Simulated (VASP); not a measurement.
# Si16C (a cell with a defect) in VASP: notebook, part 2 of 2

VASP 6.6.1. Earlier steps stand in the parts before.

**3. Single point, PBE, collinear spin**

Contents of INCAR:

```
SYSTEM = Si16C
PREC = Accurate
ENCUT = 520
EDIFF = 1E-7
ISMEAR = -1
SIGMA = 0.05
LREAL = Auto
LASPH = .TRUE.
NELM = 150
ALGO = Normal
ISIF = 2
LWAVE = .FALSE.
LCHARG = .FALSE.
ISPIN = 2
MAGMOM = 0 0 0 0 0 0 0 0 0 0 0 0 0 0 0 0 1
LORBIT = 11
GGA = PE
NBANDS = 52
```

Contents of KPOINTS:

```
Automatic mesh
0
G
  2 2 2
  0 0 0
```

Contents of POSCAR:

```
Si16C
1.0
    0.0000000000      5.4300000000      5.4300000000
    5.4300000000      0.0000000000      5.4300000000
    5.4300000000      5.4300000000      0.0000000000
Si C
16 1
Direct
    0.0287569061     -0.0768232044      0.0080018416
    0.1439594843      0.0727992634      0.1095764273
    0.0100184162     -0.0157642726      0.5373296501
    0.1739226519      0.0732965009      0.6415101289
    0.0796777164      0.4845027624     -0.1310589319
    0.0436556169      0.5710220994      0.1521086556
   -0.0307182320      0.4303683241      0.5186372007
    0.1173112339      0.6237569061      0.5288397790
    0.5123941068      0.0353775322     -0.0357274401
    0.6307826888      0.1750552486      0.1003406998
    0.5639410681     -0.0157090239      0.4868139963
    0.6425506446      0.1269521179      0.6234714549
    0.4159116022      0.6396132597      0.1019705341
    0.7098434622      0.6528084715      0.0728821363
    0.5054051565      0.4971362799      0.4817034991
    0.6197790055      0.5459116022      0.6469060773
    0.5564180479      0.4725138122      0.9139134438
```

Potentials or basis: VASP PAW PBE potentials, release 64 (Si, C).

Command:

```bash
> cat potpaw_PBE.64/Si/POTCAR potpaw_PBE.64/C/POTCAR > POTCAR
> mpirun -np 1 vasp_std > vasp.out
```

OUTCAR:

```text
SYSTEM = Si16C
   PREC = Accurate
   ENCUT = 520
   EDIFF = 1E-7
   ISMEAR = -1
   LREAL = Auto
   LASPH = .TRUE.
   NELM = 150
   ISIF = 2
   ISPIN = 2
   LORBIT = 11
   GGA = PE

 ion  position               nearest neighbor table
   1  0.029  0.923  0.008-   2 2.31   6 2.32   4 2.32  10 2.62  13 2.86
   2  0.144  0.073  0.110-   1 2.31   9 2.38   5 2.68   3 2.72  13 2.93
   3  0.010  0.984  0.537-   4 2.26  12 2.32   8 2.49   2 2.72
   4  0.174  0.073  0.642-   3 2.26   1 2.32   7 2.34  11 2.46
   5  0.080  0.485  0.869-   8 2.19   6 2.43  14 2.47   2 2.68  15 3.14
   6  0.044  0.571  0.152-   1 2.32   7 2.32   5 2.43  14 2.63  13 2.97
   7  0.969  0.430  0.519-  16 2.19   6 2.32   8 2.32   4 2.34
   8  0.117  0.624  0.529-   5 2.19   7 2.32   3 2.49  15 2.52  13 2.90
   9  0.512  0.035  0.964-  12 2.14   2 2.38  14 2.45  10 2.47  13 3.03
  10  0.631  0.175  0.100-  17 1.96  11 2.47   9 2.47   1 2.62  13 3.10
[... 1054 lines left out ...]
      6.47700      6.87810      6.32970         1.901630     -0.589968      2.773524
      7.52830      7.98390      5.58710         3.195237      3.436378     -2.382816
 -----------------------------------------------------------------------------------
    total drift:                               -0.000121     -0.004841      0.001428

  FREE ENERGIE OF THE ION-ELECTRON SYSTEM (eV)
  ---------------------------------------------------
  free  energy   TOTEN  =       -86.3580261789 eV

  energy  without entropy=      -86.3359559526  energy(sigma->0) =      -86.34699107

 total charge

# of ion       s       p       d       tot
------------------------------------------
    1        0.759   0.899   0.000   1.658
    2        0.774   0.826   0.000   1.600
    3        0.771   0.872   0.000   1.643
    4        0.753   0.935   0.000   1.688
    5        0.795   0.846   0.000   1.641
    6        0.786   0.842   0.000   1.628
[... 9 lines left out ...]
   16        0.774   1.017   0.000   1.791
   17        0.883   1.549   0.000   2.432
--------------------------------------------------
tot         13.284  15.787   0.000  29.071

 magnetization (x)

# of ion       s       p       d       tot
------------------------------------------
    1        0.000   0.000   0.000   0.000
    2        0.000   0.000   0.000   0.000
    3        0.000   0.000   0.000   0.000
    4        0.000  -0.000   0.000  -0.000
    5        0.000  -0.000   0.000  -0.000
    6       -0.000  -0.000   0.000  -0.000
[... 9 lines left out ...]
   16        0.000   0.000   0.000   0.000
   17       -0.000  -0.000   0.000  -0.000
--------------------------------------------------
tot          0.000  -0.000   0.000  -0.000
```

OSZICAR:

```text
N       E                     dE             d eps       ncg     rms          rms(c)
DAV:   1     0.163708900645E+03    0.16371E+03   -0.25778E+04  1664   0.108E+03
DAV:   2    -0.730550102005E+02   -0.23676E+03   -0.22244E+03  2012   0.165E+02
DAV:   3    -0.897215069989E+02   -0.16666E+02   -0.16243E+02  2152   0.390E+01
DAV:   4    -0.901408196885E+02   -0.41931E+00   -0.41768E+00  2072   0.743E+00
DAV:   5    -0.901514125294E+02   -0.10593E-01   -0.10584E-01  2128   0.117E+00    0.164E+01
DAV:   6    -0.865783545071E+02    0.35731E+01   -0.10163E+01  2612   0.139E+01    0.936E+00
DAV:   7    -0.864474300585E+02    0.13092E+00   -0.48878E+00  1820   0.697E+00    0.527E+00
DAV:   8    -0.863741646060E+02    0.73265E-01   -0.86887E-01  2044   0.294E+00    0.162E+00
DAV:   9    -0.863533643063E+02    0.20800E-01   -0.87287E-02  2296   0.123E+00    0.650E-01
DAV:  10    -0.863575669484E+02   -0.42026E-02   -0.35341E-02  1908   0.570E-01    0.400E-01
DAV:  11    -0.863575490301E+02    0.17918E-04   -0.30907E-03  2372   0.202E-01    0.174E-01
DAV:  12    -0.863579488027E+02   -0.39977E-03   -0.14970E-03  1892   0.129E-01    0.706E-02
DAV:  13    -0.863580035832E+02   -0.54781E-04   -0.13084E-04  2076   0.418E-02    0.327E-02
DAV:  14    -0.863580210432E+02   -0.17460E-04   -0.35909E-05  1956   0.213E-02    0.130E-02
DAV:  15    -0.863580250816E+02   -0.40384E-05   -0.52631E-06  1992   0.825E-03    0.495E-03
DAV:  16    -0.863580259286E+02   -0.84693E-06   -0.12607E-06  1968   0.387E-03    0.219E-03
DAV:  17    -0.863580261493E+02   -0.22069E-06   -0.20842E-07  1600   0.173E-03    0.992E-04
DAV:  18    -0.863580261789E+02   -0.29608E-07   -0.60292E-08  1176   0.909E-04
   1 F= -.86358026E+02 E0= -.86346991E+02  d E =-.220702E-01  mag=     0.0000
```

Run time: 17 min. Hardware: 1 thread of Oxide Virtual Turin-like, shared host; peak memory 0.68 GiB.

What came out:

* Free energy: -86.3580 eV
* Pressure: 2.7 GPa
* Largest force: 5.263 eV/Å
* Band gap on the k mesh: zero (filled and empty bands overlap)
* Net moment: 0.00 μB per cell
* Valence electrons inside the program's atomic spheres: Si 1.66, 1.60, 1.64, 1.69, 1.63, 1.72, 1.57, 1.76, 1.67, 1.79 (each value once); C 2.43

Forces in eV/Å, atoms in the order of the input:
```
Si   1.113 -0.760 -0.115
Si   1.317  0.237  0.861
Si  -2.422 -1.456 -0.105
Si  -0.231  0.632  0.634
Si   1.470  2.401 -2.300
Si  -0.804 -0.996  0.422
Si  -1.131  0.934  0.974
Si  -0.291 -0.338  2.060
Si   1.744  2.287 -1.726
Si  -1.157 -0.648  0.343
Si  -0.927 -1.226 -1.437
Si  -1.012 -0.948  1.588
Si  -1.124 -1.577 -1.756
Si   0.464  1.772  1.239
Si  -2.106 -3.161 -1.070
Si   1.902 -0.590  2.774
C    3.195  3.436 -2.383
```

Stress tensor (GPa, compression positive):
```
 2.26  4.28 -0.65
 4.28  3.70  2.92
-0.65  2.92  2.18
```

Levels at points of the mesh, in eV from the Fermi level:
Spin up:
```
           k point  band 32  band 33  band 34  band 35  band 36  band 37
(0.00, 0.00, 0.00)    -0.53    -0.38    -0.14    -0.09     0.19     0.46
(0.50, 0.00, 0.00)    -0.80    -0.44    -0.19     0.29     0.56     0.80
(0.00, 0.50, 0.00)    -0.86    -0.57     0.09     0.35     0.40     0.87
(0.00, 0.00, 0.50)    -0.57    -0.46    -0.19     0.12     0.70     0.95
(0.50, 0.50, 0.50)    -0.54    -0.40    -0.27     0.44     0.60     0.88
(0.50, 0.50, 0.00)    -1.06    -0.70    -0.25     0.73     1.13     1.35
(0.00, 0.50, 0.50)    -0.78    -0.58    -0.52     0.37     1.09     1.17
(0.50, 0.00, 0.50)    -0.83    -0.62    -0.34     0.56     0.82     0.96
```
Spin down:
```
           k point  band 32  band 33  band 34  band 35  band 36  band 37
(0.00, 0.00, 0.00)    -0.53    -0.38    -0.14    -0.09     0.19     0.46
(0.50, 0.00, 0.00)    -0.80    -0.44    -0.19     0.29     0.56     0.80
(0.00, 0.50, 0.00)    -0.86    -0.57     0.09     0.35     0.40     0.87
(0.00, 0.00, 0.50)    -0.57    -0.46    -0.19     0.12     0.70     0.95
(0.50, 0.50, 0.50)    -0.54    -0.40    -0.27     0.44     0.60     0.88
(0.50, 0.50, 0.00)    -1.06    -0.70    -0.25     0.73     1.13     1.35
(0.00, 0.50, 0.50)    -0.78    -0.58    -0.52     0.37     1.09     1.17
(0.50, 0.00, 0.50)    -0.83    -0.62    -0.34     0.56     0.82     0.96
```

Caveat: the k points lie up to 0.50 Å⁻¹ apart; the atoms stand as in a frame of molecular dynamics.

**4. Single point, PBE, collinear spin**

INCAR is that of step 3.

Contents of KPOINTS:

```
regular mesh
0
G
  2 2 2
  0 0 0
```

Contents of POSCAR:

```
Si16C
1.0
    0.0000000000      5.4300000000      5.4300000000
    5.4300000000      0.0000000000      5.4300000000
    5.4300000000      5.4300000000      0.0000000000
Si C
16 1
Direct
   -0.0405156538     -0.0369060773      0.0274401473
    0.1086095764      0.0934346225      0.1479650092
    0.0338858195     -0.0101657459      0.4852302026
    0.1716298343      0.0880202578      0.6579097606
    0.0462983425      0.4234622468     -0.0452486188
    0.0605064457      0.5820165746      0.1196777164
    0.0317587477      0.4584622468      0.4674125230
    0.1725046041      0.6402578269      0.5148802947
    0.5046224678      0.0028913444     -0.0050276243
    0.6276335175      0.1554972376      0.0701197053
    0.5178821363     -0.0362062615      0.4732228361
    0.6563812155      0.1121086556      0.5792357274
    0.4140607735      0.5745395948      0.1480386740
    0.7210773481      0.6704696133      0.1177624309
    0.5216114180      0.4908195212      0.4309300184
    0.6172099448      0.6219244936      0.6455340700
    0.5611602210      0.4484346225      0.9331675875
```

Potentials or basis: VASP PAW PBE potentials, release 64 (Si, C).

Command:

```bash
> cat potpaw_PBE.64/Si/POTCAR potpaw_PBE.64/C/POTCAR > POTCAR
> mpirun -np 1 vasp_std > vasp.out
```

OUTCAR:

```text
SYSTEM = Si16C
   PREC = Accurate
   ENCUT = 520
   EDIFF = 1E-7
   ISMEAR = -1
   LREAL = Auto
   LASPH = .TRUE.
   NELM = 150
   ISIF = 2
   ISPIN = 2
   LORBIT = 11
   GGA = PE

 ion  position               nearest neighbor table
   1  0.959  0.963  0.027-  10 2.16   4 2.42   6 2.42   2 2.51
   2  0.109  0.093  0.148-   3 2.14   5 2.14   9 2.50   1 2.51
   3  0.034  0.990  0.485-   2 2.14   8 2.27  12 2.38   4 2.58
   4  0.172  0.088  0.658-  11 2.24   7 2.40   1 2.42   3 2.58
   5  0.046  0.423  0.955-   2 2.14   6 2.22  14 2.43   8 2.80
   6  0.061  0.582  0.120-   5 2.22   7 2.27  14 2.35   1 2.42  13 2.80
   7  0.032  0.458  0.467-   6 2.27   8 2.38   4 2.40  16 2.64  13 2.94
   8  0.173  0.640  0.515-  15 2.20   3 2.27   7 2.38  13 2.63   5 2.80
   9  0.505  0.003  0.995-  10 2.22  14 2.26   2 2.50  12 2.61
  10  0.628  0.155  0.070-  17 1.86   1 2.16   9 2.22  11 2.56  13 3.01
  11  0.518  0.964  0.473-  16 2.18   4 2.24  12 2.47  10 2.56
  12  0.656  0.112  0.579-   3 2.38  15 2.38  11 2.47   9 2.61
  13  0.414  0.575  0.148-  17 1.89  15 2.38   8 2.63  14 2.68   6 2.80   7 2.94  10 3.01
  14  0.721  0.670  0.118-   9 2.26  15 2.27   6 2.35   5 2.43  13 2.68
  15  0.522  0.491  0.431-   8 2.20  14 2.27  13 2.38  12 2.38  16 2.81
  16  0.617  0.622  0.646-  17 1.88  11 2.18   7 2.64  15 2.81
  17  0.561  0.448  0.933-  10 1.86  16 1.88  13 1.89

  LATTYP: Found a face centered cubic cell.
 ALAT       =    10.8600000000

  Lattice vectors:

 A1 = (   0.0000000000,   5.4300000000,   5.4300000000)
 A2 = (   5.4300000000,   0.0000000000,   5.4300000000)
 A3 = (   5.4300000000,   5.4300000000,   0.0000000000)

Analysis of symmetry for initial positions (statically):
=====================================================================
 Subroutine PRICEL returns:
 Original cell was already a primitive cell.

 Routine SETGRP: Setting up the symmetry group for a
 face centered cubic supercell.

 Subroutine GETGRP returns: Found  1 space group operations
 (whereof  1 operations were pure point group operations)
 out of a pool of 48 trial point group operations.
[... 593 lines left out ...]

 spin component 2

 k-point     1 :       0.0000    0.0000    0.0000
  band No.  band energies     occupation
      1      -6.8450      1.00000
      2      -5.4400      1.00000
      3      -4.2819      1.00000
      4      -4.1201      1.00000
      5      -3.6541      1.00000
      6      -3.5716      1.00000
[... 381 lines left out ...]
     45       9.8211      0.00000
     46       9.9974      0.00000
 [bands above 46 left out]

------------------------ aborting loop because EDIFF is reached ----------------------------------------

  FORCE on cell =-STRESS in cart. coord.  units (eV):
  Direction    XX          YY          ZZ          XY          YZ          ZX
  --------------------------------------------------------------------------------------
  -------------------------------------------------------------------------------------
  Total        6.4965690     10.1017901      5.5597744     -5.0550898      0.2648420      0.6608495
  in kB       32.5061212     50.5451441     27.8187919    -25.2935608      1.3251590      3.3066153
  external PRESSURE =      36.9566857 kB  Pullay stress =       0.0000000 kB

 VOLUME and BASIS-vectors are now :
 -----------------------------------------------------------------------------
  energy-cutoff  :      520.00
  volume of cell :      320.21
      direct lattice vectors                 reciprocal lattice vectors
     0.000000000  5.430000000  5.430000000    -0.092081031  0.092081031  0.092081031
     5.430000000  0.000000000  5.430000000     0.092081031 -0.092081031  0.092081031
     5.430000000  5.430000000  0.000000000     0.092081031  0.092081031 -0.092081031

 POSITION                                       TOTAL-FORCE (eV/Angst)
 -----------------------------------------------------------------------------------
      5.37860      5.35900     10.43960        -1.769030      2.602956      1.968325
      1.31080      1.39320      1.09710        -3.289184      0.046174     -0.242412
      8.00960      2.81880      5.55880         2.483760      1.510034     -0.658828
      4.05040      4.50440      1.40990         0.317665     -1.954739     -1.237053
      7.48370      5.43570      2.55080         0.172255     -3.088323      2.216734
      3.81020      0.97840      3.48890         0.876009      0.719062      1.751016
[... 9 lines left out ...]
      6.88230      6.85670      6.72850        -2.830585      2.435275     -1.967030
      7.50210      8.11420      5.48210         0.932419     -0.069298      0.371501
 -----------------------------------------------------------------------------------
    total drift:                                0.004639      0.005700      0.000134

  FREE ENERGIE OF THE ION-ELECTRON SYSTEM (eV)
  ---------------------------------------------------
  free  energy   TOTEN  =       -86.7767387143 eV

  energy  without entropy=      -86.7482809893  energy(sigma->0) =      -86.76250985

 total charge

# of ion       s       p       d       tot
------------------------------------------
    1        0.767   0.905   0.000   1.671
    2        0.767   0.962   0.000   1.729
    3        0.758   0.973   0.000   1.732
    4        0.760   0.896   0.000   1.656
    5        0.790   0.922   0.000   1.712
    6        0.777   0.924   0.000   1.700
[... 9 lines left out ...]
   16        0.772   0.845   0.000   1.617
   17        0.872   1.523   0.000   2.395
--------------------------------------------------
tot         13.172  16.078   0.000  29.249

 magnetization (x)

# of ion       s       p       d       tot
------------------------------------------
    1        0.000   0.000   0.000   0.000
    2        0.000   0.000   0.000   0.000
    3        0.000   0.000   0.000   0.000
    4        0.000  -0.000   0.000   0.000
    5        0.000  -0.000   0.000   0.000
    6       -0.000  -0.000   0.000  -0.000
[... 9 lines left out ...]
   16       -0.000   0.000   0.000  -0.000
   17        0.000  -0.000   0.000  -0.000
--------------------------------------------------
tot          0.000  -0.000   0.000   0.000
```

OSZICAR:

```text
N       E                     dE             d eps       ncg     rms          rms(c)
DAV:   1     0.165601907331E+03    0.16560E+03   -0.25836E+04  1664   0.108E+03
DAV:   2    -0.734186360011E+02   -0.23902E+03   -0.22476E+03  2008   0.166E+02
DAV:   3    -0.900457028309E+02   -0.16627E+02   -0.16213E+02  2152   0.390E+01
DAV:   4    -0.904668885485E+02   -0.42119E+00   -0.41954E+00  2088   0.747E+00
DAV:   5    -0.904772994762E+02   -0.10411E-01   -0.10404E-01  2104   0.116E+00    0.164E+01
DAV:   6    -0.870415188146E+02    0.34358E+01   -0.89129E+00  2596   0.122E+01    0.923E+00
DAV:   7    -0.868525464871E+02    0.18897E+00   -0.42464E+00  1848   0.665E+00    0.492E+00
DAV:   8    -0.867840122853E+02    0.68534E-01   -0.69083E-01  2036   0.260E+00    0.161E+00
DAV:   9    -0.867731020016E+02    0.10910E-01   -0.73948E-02  2344   0.109E+00    0.641E-01
DAV:  10    -0.867759400549E+02   -0.28381E-02   -0.24686E-02  1932   0.502E-01    0.383E-01
DAV:  11    -0.867762713199E+02   -0.33126E-03   -0.39800E-03  2328   0.210E-01    0.178E-01
DAV:  12    -0.867766125234E+02   -0.34120E-03   -0.10334E-03  1968   0.118E-01    0.691E-02
DAV:  13    -0.867767131324E+02   -0.10061E-03   -0.17993E-04  1984   0.481E-02    0.310E-02
DAV:  14    -0.867767321203E+02   -0.18988E-04   -0.25968E-05  2160   0.205E-02    0.131E-02
DAV:  15    -0.867767379319E+02   -0.58116E-05   -0.11125E-05  1872   0.118E-02    0.557E-03
DAV:  16    -0.867767386417E+02   -0.70982E-06   -0.16377E-06  2184   0.435E-03    0.204E-03
DAV:  17    -0.867767387143E+02   -0.72615E-07   -0.37244E-07  1816   0.226E-03
   1 F= -.86776739E+02 E0= -.86762510E+02  d E =-.284577E-01  mag=     0.0000
```

Run time: 17 min. Hardware: 1 thread of Oxide Virtual Turin-like, shared host; peak memory 0.68 GiB.

What came out:

```
Free energy                                           : -86.7767 eV
Pressure                                              : 3.7 GPa
Largest force                                         : 4.220 eV/Å
Band gap on the k mesh                                : zero (filled and empty bands overlap)
Net moment                                            : 0.00 μB per cell
Valence electrons inside the program's atomic spheres : Si 1.67, 1.73, 1.66, 1.71, 1.70, 1.64, 1.62, 1.60 (each value once); C 2.40
```

Forces in eV/Å, atoms in the order of the input:
```
Si  -1.769  2.603  1.968
Si  -3.289  0.046 -0.242
Si   2.484  1.510 -0.659
Si   0.318 -1.955 -1.237
Si   0.172 -3.088  2.217
Si   0.876  0.719  1.751
Si   1.358  0.295 -0.673
Si   0.611  0.094 -2.308
Si  -1.139 -2.642 -0.486
Si   2.113 -1.194 -0.269
Si   0.949 -0.519  2.600
Si   0.650  0.560 -0.969
Si  -0.762 -1.332  0.424
Si  -0.756 -0.056 -0.634
Si   0.083  2.592  0.112
Si  -2.831  2.435 -1.967
C    0.932 -0.069  0.372
```

Stress tensor (GPa, compression positive):
```
 3.25 -2.53  0.33
-2.53  5.05  0.13
 0.33  0.13  2.78
```

Levels at points of the mesh, in eV from the Fermi level:
Spin up:
| k point | band 31 | band 32 | band 33 | band 34 | band 35 | band 36 | band 37 | band 38 |
| --- | --- | --- | --- | --- | --- | --- | --- | --- |
| (0.00, 0.00, 0.00) | -0.76 | -0.66 | -0.53 | -0.17 | -0.05 | 0.40 | 0.58 | 0.60 |
| (0.50, 0.00, 0.00) | -1.07 | -0.74 | -0.34 | -0.10 | 0.18 | 0.56 | 0.74 | 1.12 |
| (0.00, 0.50, 0.00) | -0.94 | -0.49 | -0.13 | 0.00 | 0.49 | 0.53 | 0.79 | 1.12 |
| (0.00, 0.00, 0.50) | -1.17 | -0.81 | -0.59 | -0.40 | 0.43 | 0.83 | 0.92 | 1.12 |
| (0.50, 0.50, 0.50) | -1.01 | -0.82 | -0.46 | -0.29 | 0.24 | 0.43 | 0.73 | 0.83 |
| (0.50, 0.50, 0.00) | -1.31 | -0.99 | -0.60 | -0.37 | 0.53 | 1.03 | 1.40 | 1.61 |
| (0.00, 0.50, 0.50) | -1.29 | -1.15 | -0.78 | -0.29 | 0.39 | 1.03 | 1.36 | 1.51 |
| (0.50, 0.00, 0.50) | -1.34 | -1.07 | -0.67 | -0.42 | 0.77 | 0.95 | 1.19 | 1.55 |
Spin down:
```tsv
k point	band 31	band 32	band 33	band 34	band 35	band 36	band 37	band 38
(0.00, 0.00, 0.00)	-0.76	-0.66	-0.53	-0.17	-0.05	0.40	0.58	0.60
(0.50, 0.00, 0.00)	-1.07	-0.74	-0.34	-0.10	0.18	0.56	0.74	1.12
(0.00, 0.50, 0.00)	-0.94	-0.49	-0.13	0.00	0.49	0.53	0.79	1.12
(0.00, 0.00, 0.50)	-1.17	-0.81	-0.59	-0.40	0.43	0.83	0.92	1.12
(0.50, 0.50, 0.50)	-1.01	-0.82	-0.46	-0.29	0.24	0.43	0.73	0.83
(0.50, 0.50, 0.00)	-1.31	-0.99	-0.60	-0.37	0.53	1.03	1.40	1.61
(0.00, 0.50, 0.50)	-1.29	-1.15	-0.78	-0.29	0.39	1.03	1.36	1.51
(0.50, 0.00, 0.50)	-1.34	-1.07	-0.67	-0.42	0.77	0.95	1.19	1.55
```

Caveat: the k points lie up to 0.50 Å⁻¹ apart; the atoms stand as in a frame of molecular dynamics.

**5. Overview**

| cell | gap on the mesh (eV) | pressure (GPa) | moment (μB) | largest force (eV/Å) |
| --- | --- | --- | --- | --- |
| as given, atomic positions A | none | 3.0 | 0.00 | 4.41 |
| as given, atomic positions B | none | 2.7 | 0.00 | 5.26 |
| as given, atomic positions C | none | 3.7 | 0.00 | 4.22 |

Alike in all rows: task single point; level PBE; potentials or basis VASP PAW PBE potentials, release 64 (Si, C); spin collinear; k mesh 2 × 2 × 2; cutoff (eV) 520; smearing fermi-dirac 0.05 eV.

Caveats: all runs use coarse meshes; the atoms stand as in a frame of molecular dynamics.

Absolute energies hang on the potentials; compare differences alone.
